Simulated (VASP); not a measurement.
Wanted: the native input for a VASP 6.6.1 run.

```yaml
Task: single point
Functional: r2SCAN
Potentials_or_basis: VASP PAW PBE potentials, release 64 (V_sv)
Cutoff: 520 eV
k_mesh: 7 × 7 × 7
Occupations: fermi-dirac, width 0.1 eV
Spin: no spin polarisation
Dipole_correction: no
Further_INCAR_settings: ALGO = Normal; EDIFF = 1e-07; NBANDS = 62
```

The system is V.

```
V
1.0
     4.76311    0.00000    0.00000
     0.00000    4.76311    0.00000
     0.00000    0.00000    4.76311
V
8
Cartesian
  4.7631 0.0000 0.0000
  2.3816 2.3816 2.3816
  1.1908 4.7631 2.3816
  3.5723 4.7631 2.3816
  2.3816 1.1908 4.7631
  2.3816 3.5723 4.7631
  0.0000 2.3816 1.1908
  0.0000 2.3816 3.5723
```

One way to write it, as run:

POSCAR

```
V
1.0
    4.7631110562      0.0000000000      0.0000000000
    0.0000000000      4.7631110562      0.0000000000
    0.0000000000      0.0000000000      4.7631110562
V
8
Direct
    1.0000000000      0.0000000000      0.0000000000
    0.5000000000      0.5000000000      0.5000000000
    0.2500000000      1.0000000000      0.5000000000
    0.7500000000      1.0000000000      0.5000000000
    0.5000000000      0.2500000000      1.0000000000
    0.5000000000      0.7500000000      1.0000000000
    0.0000000000      0.5000000000      0.2500000000
    0.0000000000      0.5000000000      0.7500000000
```

INCAR.step1

```
SYSTEM = V
ALGO = Normal ; EDIFF = 1E-4
ENCUT = 520 ; GGA = PE
ISMEAR = -1 ; LASPH = .TRUE.
LCHARG = .FALSE. ; LREAL = .FALSE.
LWAVE = .TRUE. ; NBANDS = 62
NELM = 60 ; PREC = Accurate
SIGMA = 0.1
```

INCAR.step2

```
SYSTEM = V
ALGO = Normal ; EDIFF = 1E-7
ENCUT = 520 ; ISIF = 2
ISMEAR = -1 ; ISTART = 1
LASPH = .TRUE. ; LCHARG = .FALSE.
LMIXTAU = .TRUE. ; LREAL = .FALSE.
LWAVE = .FALSE. ; METAGGA = R2SCAN
NBANDS = 62 ; NELM = 60
PREC = Accurate ; SIGMA = 0.1
```

KPOINTS

```
k-points
0
G
  7 7 7
  0 0 0
```

Potentials or basis: VASP PAW PBE potentials, release 64 (V_sv).

Command:

```bash
$ cat potpaw_PBE.64/V_sv/POTCAR > POTCAR
$ cp INCAR.step1 INCAR
$ mpirun -np 1 vasp_std > vasp.out
$ cp INCAR.step2 INCAR
$ mpirun -np 1 vasp_std > vasp.out
```

It gave:

```json
{
 "Pressure": "0.7 GPa",
 "Band gap on the k mesh": "zero (band 52 reaches 9.65 eV, above the bottom of band 53 at 9.42 eV)"
}
```

Caveat: the PAW data sets were made with another functional, which shifts forces and pressure a little.

Wall time 7.4 min on 1 thread of Intel(R) Xeon(R) 6975P-C (Granite Rapids), with other jobs on the host, peak memory 0.26 GiB.
